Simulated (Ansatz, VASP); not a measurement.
## One calculation of Tl, two programs

The input INCAR:

```
SYSTEM = Tl
PREC     = Accurate       ! precision mode
ENCUT    = 520            ! plane-wave cutoff, eV
EDIFF    = 1E-7           ! SCF threshold, eV
ISMEAR   = 0              ! smearing method
SIGMA    = 0.15           ! smearing width, eV
LREAL    = .False.        ! projectors in reciprocal space
LASPH    = .True.         ! aspherical terms in the spheres
NELM     = 80             ! most SCF steps
ALGO     = Normal         ! electronic algorithm
ISIF     = 2              ! what is computed and relaxed
LWAVE    = .False.        ! write WAVECAR
LCHARG   = .False.        ! write CHGCAR
GGA      = PS             ! functional
NBANDS   = 12             ! bands
```

KPOINTS

```
Automatic mesh
0
Gamma
  18 18 18
  0 0 0
```

The input POSCAR:

```
Tl
1.0
   -1.9895250000      1.9895250000      1.9895250000
    1.9895250000     -1.9895250000      1.9895250000
    1.9895250000      1.9895250000     -1.9895250000
Tl
1
Direct
    0.0000000000      0.0000000000      0.0000000000
```

Input for Ansatz:

```yaml
crystal:
  lattice:
    - [-1.989525, 1.989525, 1.989525]
    - [1.989525, -1.989525, 1.989525]
    - [1.989525, 1.989525, -1.989525]
  atoms:
    - { symbol: Tl, position: [0.0, 0.0, 0.0] }
basis:
  ecutwfc: 420
kpoints:
  mp_grid: { grid: [18, 18, 18] }
hamiltonian:
  xc: pbesol
scf:
  occupations: { method: gaussian, width: 0.15 }
output:
  forces: true
  stress: true
  eigenvalues: true
```

Change from the starting cell: strain +0.025 along x and y, +0.025 along z, atoms carried along.

Alike in both runs: task single point; functional PBEsol; k mesh 18 × 18 × 18; occupations gaussian, width 0.15 eV; no spin polarisation.

|  | VASP | Ansatz |
| --- | --- | --- |
| version | VASP 6.6.1 | Ansatz 0.2.0 |
| potentials or method | VASP PAW PBE potentials, release 64 (Tl_d), cutoff 520 eV | scalar-relativistic, plane waves, PAW |
| valence electrons in the cell | 13 | 13 |

```tsv
	VASP	Ansatz	Ansatz less VASP
gap on the k mesh at the Fermi level (eV)	none	none	-
pressure (GPa)	-2.8	-2.8	+0.06
```

VASP's potentials were made for PBE, not for PBEsol. A gap of «none» marks a metal or a gap that the smearing closes. With one functional, cell and mesh, what is left measures potentials, basis and numerics.

Spin-orbit coupling is off throughout.
